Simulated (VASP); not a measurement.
# Be2N (P1) in VASP: settings compared, part 2 of 2

VASP 6.6.1. The steps go on from the part before.

## Step 3: Single point, PBE

Input file INCAR:

```
ALGO = Normal
EDIFF = 1E-6
ENCUT = 520
GGA = PE
ISIF = 2
ISMEAR = 0
LASPH = True
LCHARG = True
LELF = True
LREAL = False
LVHAR = True
LWAVE = False
NBANDS = 12
NELM = 100
PREC = Accurate
SIGMA = 0.05
```

Input file KPOINTS:

```
k-points
0
Gamma
  7 7 6
```

Input file POSCAR:

```
Be2N
1.0
    3.0968042800      0.0000000000      0.0000000000
   -1.5484021400      2.6819111700      0.0000000000
    0.0000000000      0.0000000000      3.0975262500
Be N
2 1
Direct
    0.3266240000      0.6499660000      0.4793090000
    0.6684870000      0.3273310000      0.5228300000
   -0.0114050000     -0.0029040000     -0.0024040000
```

Potentials or basis: VASP PAW PBE potentials, release 64 (Be, N).

Run with:

```console
$ cat potpaw_PBE.64/Be/POTCAR potpaw_PBE.64/N/POTCAR > POTCAR
$ mpirun -np 1 vasp_std > vasp.out
```

OUTCAR:

```text
EDIFF = 1E-6
   ENCUT = 520
   GGA = PE
   ISIF = 2
   ISMEAR = 0
   LASPH = True
   LREAL = False
   NELM = 100
   PREC = Accurate

 ion  position               nearest neighbor table
   1  0.327  0.650  0.479-   2 1.77   2 1.79   2 1.82
   2  0.668  0.327  0.523-   1 1.77   1 1.79   1 1.82
   3  0.989  0.997  0.998-

  LATTYP: Found a hexagonal cell.
 ALAT       =     3.0968042800
 C/A-ratio  =     1.0002331339

  Lattice vectors:

 A1 = (   3.0968042800,   0.0000000000,   0.0000000000)
 A2 = (  -1.5484021400,   2.6819111700,   0.0000000000)
 A3 = (   0.0000000000,   0.0000000000,   3.0975262500)

Analysis of symmetry for initial positions (statically):
=====================================================================
 Subroutine PRICEL returns:
 Original cell was already a primitive cell.

 Routine SETGRP: Setting up the symmetry group for a
 hexagonal supercell.

 Subroutine GETGRP returns: Found  1 space group operations
 (whereof  1 operations were pure point group operations)
 out of a pool of 24 trial point group operations.

The static configuration has the point symmetry C_1 .

Analysis of symmetry for dynamics (positions and initial velocities):
=====================================================================
 Subroutine PRICEL returns:
 Original cell was already a primitive cell.

 Routine SETGRP: Setting up the symmetry group for a
 hexagonal supercell.

 Subroutine GETGRP returns: Found  1 space group operations
 (whereof  1 operations were pure point group operations)
 out of a pool of 24 trial point group operations.

The dynamic configuration has the point symmetry C_1 .

 Subroutine INISYM returns: Found  1 space group operations
 (whereof  1 operations are pure point group operations),
 and found     1 'primitive' translations

----------------------------------------------------------------------------------------

                                     Primitive cell

  volume of cell :      25.7261

  direct lattice vectors                    reciprocal lattice vectors
     3.096804280  0.000000000  0.000000000     0.322913529  0.186434214  0.000000000
    -1.548402140  2.681911170  0.000000000     0.000000000  0.372868427  0.000000000
     0.000000000  0.000000000  3.097526250     0.000000000  0.000000000  0.322838265

  length of vectors
     3.096804280  3.096804274  3.097526250     0.372868427  0.372868427  0.322838265

  position of ions in fractional coordinates (direct lattice)
     0.326624000  0.649966000  0.479309000
     0.668487000  0.327331000  0.522830000
     0.988595000  0.997096000  0.997596000

  ion indices of the primitive-cell ions
   primitive index   ion index
                 1           1
                 2           2
                 3           3

----------------------------------------------------------------------------------------

 KPOINTS: k-points
[... 27 lines left out ...]
  0.000000  0.142857  0.000000      2.000000
 -0.142857  0.142857  0.000000      2.000000
  0.285714  0.000000  0.000000      2.000000
  0.000000  0.285714  0.000000      2.000000
[... 16 lines left out ...]
  0.285714  0.285714  0.000000      2.000000
 -0.285714 -0.428571  0.000000      2.000000
 [... further k-points ...]
   k-points           NKPTS =    148   k-points in BZ     NKDIM =    148   number of bands    NBANDS=     12
   number of dos      NEDOS =    301   number of ions     NIONS =      3
   total plane-waves  NPLWV =  13824
   dimension x,y,z NGX =    24 NGY =   24 NGZ =   24
   dimension x,y,z NGXF=    48 NGYF=   48 NGZF=   48
   ions per type =               2   1
   NGX,Y,Z   is equivalent  to a cutoff of  12.88, 12.88, 12.88 a.u.
   NGXF,Y,Z  is equivalent  to a cutoff of  25.77, 25.77, 25.76 a.u.
 SYSTEM =  unknown system
   PREC   = accura    normal or accurate (medium, high low for compatibility)
   ISTART =      0    job   : 0-new  1-cont  2-samecut
   ICHARG =      2    charge: 1-file 2-atom 10-const
   ISPIN  =      1    spin polarized calculation?
   LNONCOLLINEAR =      F non collinear calculations
   LSORBIT =      F    spin-orbit coupling
   LASPH  =      T    aspherical Exc in radial PAW
   ENCUT  =  520.0 eV  38.22 Ry    6.18 a.u.   5.76  5.76  5.76*2*pi/ulx,y,z
   NELM   =    100;   NELMIN=  2; NELMDL= -5     # of ELM steps
   EDIFF  = 0.1E-05   stopping-criterion for ELM
   LREAL  =      F    real-space projection
   EDIFFG = 0.1E-04   stopping-criterion for IOM
   NSW    =      0    number of steps for IOM
   IBRION =     -1    ionic relax: 0-MD 1-quasi-New 2-CG
   NFREE  =      0    steps in history (QN), initial steepest desc. (CG)
   ISIF   =      2    stress and relaxation
   ISYM   =      2    0-nonsym 1-usesym 2-fastsym
   POTIM  = 0.5000    time-step for ionic-motion
   TEBEG  =    0.0;   TEEND  =   0.0 temperature during run
   PSTRESS=    0.0 pullay stress
   NELECT =       9.0000    total number of electrons
   NUPDOWN=      -1.0000    fix difference up-down
   EMIN   =  10.00;   EMAX   =-10.00  energy-range for DOS
   EFERMI =   0.00;   METHOD = LEGACY
   ISMEAR =     0;   SIGMA  =   0.05  broadening in eV -4-tet -1-fermi 0-gaus
   EFERMI_NEDOS =   21; number of points for ismear=-14 and -15
   IALGO  =     38    algorithm
   IMIX   =      4    mixing-type and parameters
     AMIX     =   0.40;   BMIX     =  1.00
     AMIX_MAG =   1.60;   BMIX_MAG =  1.00
  volume/ion in A,a.u.               =       8.58        57.87
  Fermi-wavevector in a.u.,A,eV,Ry     =   1.153536  2.179868 18.104540  1.330646
  Thomas-Fermi vector in A             =   2.290180
   LORBIT       =      0    0 simple, 1 ext, 2 COOP (PROOUT), +10 PAW based schemes
   GGA     = PE    functional components
   LHFCALC =     F    Hartree Fock is set to
   AEXX    =    0.0000 exact exchange contribution
   IVDW    =     0    specifies the selected vdW correction
   LEPSILON=     F    determine dielectric tensor
   LRPA    =     F    only Hartree local field effects (RPA)
 non-spin polarized calculation
 Gauss-broadening in eV      SIGMA  =   0.05
  energy-cutoff  :      520.00
  volume of cell :       25.73
 maximum number of plane-waves:       702
   NGX = 11   NGY = 11   NGZ = 11

 number of electron       9.0000000 magnetization

 Free energy of the ion-electron system (eV)
  ---------------------------------------------------
  ext. energy  EPLUGINS =         0.00000000
  ---------------------------------------------------
  free energy    TOTEN  =       -10.47574265 eV

  energy without entropy =      -10.47439963  energy(sigma->0) =      -10.47507114

 E-fermi :   5.2642     XC(G=0): -10.7112

 val. band max:        5.2566570763   @ k =  -0.4286   0.2857   0.3333
 cond. band min:       5.2756032421   @ k =   0.4286   0.4286   0.5000
 fundamental gap:      0.0189461658
 Fermi energy:         5.2642046056

 k-point     1 :       0.0000    0.0000    0.0000
  band No.  band energies     occupation
      1     -10.1280      2.00000
      2       2.1117      2.00000
      3       3.1804      2.00000
      4       4.1348      2.00000
      5       4.1988      2.00000
      6       8.0251      0.00000
      7       8.3789      0.00000
      8      12.5013      0.00000
      9      14.0451      0.00000
     10      17.0491      0.00000
     11      17.4674      0.00000
     12      19.2710      0.00000
[... 331 lines left out ...]
 k-point    24 :      -0.2857   -0.4286    0.0000
  band No.  band energies     occupation
      1      -8.5081      2.00000
      2      -1.1039      2.00000
      3      -0.0540      2.00000
      4       4.0644      2.00000
      5       5.4151      0.00002
      6       8.8862      0.00000
      7       9.0476      0.00000
      8      11.2575      0.00000
      9      13.1162      0.00000
     10      16.9652      0.00000
     11      17.0326      0.00000
     12      21.6259      0.00000

 [... further k-points ...]

------------------------ aborting loop because EDIFF is reached ----------------------------------------

  FORCE on cell =-STRESS in cart. coord.  units (eV):
  Direction    XX          YY          ZZ          XY          YZ          ZX
  --------------------------------------------------------------------------------------
  -------------------------------------------------------------------------------------
  Total        5.8386414      4.2979037     -8.5398270      0.2519385     -0.0637294     -0.0170835
  in kB      363.6212357    267.6665617   -531.8467535     15.6903237     -3.9689623     -1.0639318
  external PRESSURE =      33.1470146 kB  Pullay stress =       0.0000000 kB

 VOLUME and BASIS-vectors are now :
 -----------------------------------------------------------------------------
  energy-cutoff  :      520.00
  volume of cell :       25.73
      direct lattice vectors                 reciprocal lattice vectors
     3.096804280  0.000000000  0.000000000     0.322913529  0.186434214  0.000000000
    -1.548402140  2.681911170  0.000000000     0.000000000  0.372868427  0.000000000
     0.000000000  0.000000000  3.097526250     0.000000000  0.000000000  0.322838265

 POSITION                                       TOTAL-FORCE (eV/Angst)
 -----------------------------------------------------------------------------------
      0.00508      1.74315      1.48467         0.254266      0.386104     -1.235034
      1.56333      0.87787      1.61948        -0.080044     -0.492651      1.393672
      1.51758      2.67412      3.09008        -0.174222      0.106547     -0.158638
 -----------------------------------------------------------------------------------
    total drift:                               -0.000023     -0.000003     -0.000073

  FREE ENERGIE OF THE ION-ELECTRON SYSTEM (eV)
  ---------------------------------------------------
  free  energy   TOTEN  =       -10.4757426503 eV

  energy  without entropy=      -10.4743996304  energy(sigma->0) =      -10.47507114
```

OSZICAR:

```text
N       E                     dE             d eps       ncg     rms          rms(c)
DAV:   1     0.110909340470E+02    0.11091E+02   -0.37014E+03  3552   0.619E+02
DAV:   2    -0.959623859194E+01   -0.20687E+02   -0.19155E+02  4500   0.118E+02
DAV:   3    -0.105579409715E+02   -0.96170E+00   -0.95289E+00  4428   0.206E+01
DAV:   4    -0.105625590541E+02   -0.46181E-02   -0.46172E-02  4120   0.159E+00
DAV:   5    -0.105625767396E+02   -0.17686E-04   -0.17685E-04  4432   0.912E-02    0.221E+00
DAV:   6    -0.104936596147E+02    0.68917E-01   -0.25100E-01  4108   0.217E+00    0.137E+00
DAV:   7    -0.104789971941E+02    0.14662E-01   -0.66324E-02  4364   0.116E+00    0.819E-01
DAV:   8    -0.104755951347E+02    0.34021E-02   -0.12778E-02  4060   0.814E-01    0.737E-02
DAV:   9    -0.104757373656E+02   -0.14223E-03   -0.46298E-04  4188   0.145E-01    0.361E-02
DAV:  10    -0.104757417526E+02   -0.43870E-05   -0.53227E-05  4072   0.473E-02    0.105E-02
DAV:  11    -0.104757426503E+02   -0.89775E-06   -0.37851E-06  4204   0.149E-02
   1 F= -.10475743E+02 E0= -.10475071E+02  d E =-.134302E-02
```

Wall time 40 s (1 thread of Intel Xeon 8259CL, shared host); peak memory 0.16 GiB.

What came out:

* Free energy: -10.4757 eV
* Pressure: 3.3 GPa
* Largest force: 1.480 eV/Å
* Band gap on the k mesh: zero (an odd number of electrons rules out a gap without spin polarisation)

Forces on the atoms (eV/Å):
```
Be   0.254  0.386 -1.235
Be  -0.080 -0.493  1.394
N   -0.174  0.107 -0.159
```

Levels at points of the mesh, in eV from the Fermi level:
```csv
k point,band 1,band 2,band 3,band 4,band 5,band 6,band 7,band 8
"(0.00, 0.00, 0.00)",-15.39,-3.15,-2.08,-1.13,-1.07,2.76,3.11,7.24
"(0.00, 0.00, 0.50)",-14.33,-8.30,-0.43,-0.40,2.28,3.55,3.93,4.05
```

Caveat: the stress differs along the axes, from -53 to 36 GPa; forces of over 1 eV/Å act on the atoms, so gaps and moduli don't describe the material at rest.

## Step 4: Single point, r2SCAN

POSCAR is that of step 3.

Input file INCAR.step1:

```
PREC = Accurate
ENCUT = 520
ISMEAR = 0
SIGMA = 0.1
LREAL = F
LASPH = T
NELM = 80
NBANDS = 12
GGA = PE
ALGO = Normal
EDIFF = 1E-4
LWAVE = T
LCHARG = F
```

Input file INCAR.step2:

```
PREC = Accurate
ENCUT = 520
EDIFF = 1E-7
ISMEAR = 0
SIGMA = 0.1
LREAL = F
LASPH = T
NELM = 80
ALGO = Normal
ISIF = 2
LWAVE = F
LCHARG = F
METAGGA = R2SCAN
LMIXTAU = T
NBANDS = 12
ISTART = 1
```

Input file KPOINTS:

```
Automatic mesh
0
Gamma
  7 7 6
```

Run with:

```console
$ cat potpaw_PBE.64/Be/POTCAR potpaw_PBE.64/N/POTCAR > POTCAR
$ cp INCAR.step1 INCAR
$ mpirun -np 1 vasp_std > vasp.out
$ cp INCAR.step2 INCAR
$ mpirun -np 1 vasp_std > vasp.out
```

Wall time 2.6 min (1 thread of Intel Xeon 8259CL, shared host); peak memory 0.17 GiB.

Results (log left out):

- Free energy: -12.1500 eV
- Pressure: 2.2 GPa
- Largest force: 1.553 eV/Å
- Band gap on the k mesh: zero (an odd number of electrons rules out a gap without spin polarisation)

Forces on the atoms (eV/Å):
```
Be   0.266  0.401 -1.296
Be  -0.081 -0.515  1.463
N   -0.185  0.114 -0.167
```

Stress tensor (GPa, compression positive):
```
 36.32   1.55  -0.12
  1.55  26.75  -0.42
 -0.12  -0.42 -56.34
```

Levels at points of the mesh, in eV from the Fermi level:
| k point | band 1 | band 2 | band 3 | band 4 | band 5 | band 6 | band 7 | band 8 | band 9 |
| --- | --- | --- | --- | --- | --- | --- | --- | --- | --- |
| (0.00, 0.00, 0.00) | -16.52 | -3.40 | -2.29 | -1.37 | -1.31 | 3.02 | 3.40 | 7.96 | 9.57 |
| (0.00, 0.00, 0.50) | -15.39 | -8.95 | -0.61 | -0.58 | 2.71 | 3.89 | 4.30 | 4.41 | 9.27 |

Caveat: the stress differs along the axes, from -56 to 36 GPa; the PAW data sets were made with another functional, which shifts forces and pressure a little.

## Step 5: Single point, r2SCAN

POSCAR is that of step 4.

Input file INCAR.step1:

```
SYSTEM = Be2N
PREC = Accurate ; ENCUT = 520
ISMEAR = 0 ; SIGMA = 0.1
LREAL = .False. ; LASPH = .True.
NELM = 60 ; NBANDS = 12
GGA = PE ; ALGO = Normal
EDIFF = 1E-4 ; LWAVE = .True.
LCHARG = .False.
```

Input file INCAR.step2:

```
SYSTEM = Be2N
PREC = Accurate ; ENCUT = 520
EDIFF = 1E-7 ; ISMEAR = 0
SIGMA = 0.1 ; LREAL = .False.
LASPH = .True. ; NELM = 60
ALGO = Normal ; ISIF = 2
LWAVE = .False. ; LCHARG = .False.
METAGGA = R2SCAN ; LMIXTAU = .True.
NBANDS = 12 ; ISTART = 1
```

Input file KPOINTS:

```
regular mesh
0
Gamma
  7 7 6
  0 0 0
```

Run with:

```console
$ cat potpaw_PBE.64/Be/POTCAR potpaw_PBE.64/N/POTCAR > POTCAR
$ cp INCAR.step1 INCAR
$ mpirun -np 1 vasp_std > vasp.out
$ cp INCAR.step2 INCAR
$ mpirun -np 1 vasp_std > vasp.out
```

It took 2.4 min on 1 thread of Intel Xeon 8259CL, shared host; peak memory 0.17 GiB.

Results (log left out):

| Item | Value |
| --- | --- |
| Free energy | -12.1500 eV |
| Pressure | 2.2 GPa |
| Largest force | 1.553 eV/Å |
| Band gap on the k mesh | zero (an odd number of electrons rules out a gap without spin polarisation) |

Forces on the atoms (eV/Å):
```
Be   0.266  0.401 -1.296
Be  -0.081 -0.515  1.463
N   -0.185  0.114 -0.167
```

Stress tensor (GPa, compression positive):
```
 36.32   1.55  -0.12
  1.55  26.75  -0.42
 -0.12  -0.42 -56.34
```

Levels at points of the mesh, in eV from the Fermi level:
| k point | band 1 | band 2 | band 3 | band 4 | band 5 | band 6 | band 7 | band 8 |
| --- | --- | --- | --- | --- | --- | --- | --- | --- |
| (0.00, 0.00, 0.00) | -16.52 | -3.40 | -2.29 | -1.37 | -1.31 | 3.02 | 3.40 | 7.96 |
| (0.00, 0.00, 0.50) | -15.39 | -8.95 | -0.61 | -0.58 | 2.71 | 3.89 | 4.30 | 4.41 |

Caveat: the stress differs along the axes, from -56 to 36 GPa; the PAW data sets were made with another functional, which shifts forces and pressure a little.

The gap in the log of VASP goes by the Fermi energy; the results here count the filled bands.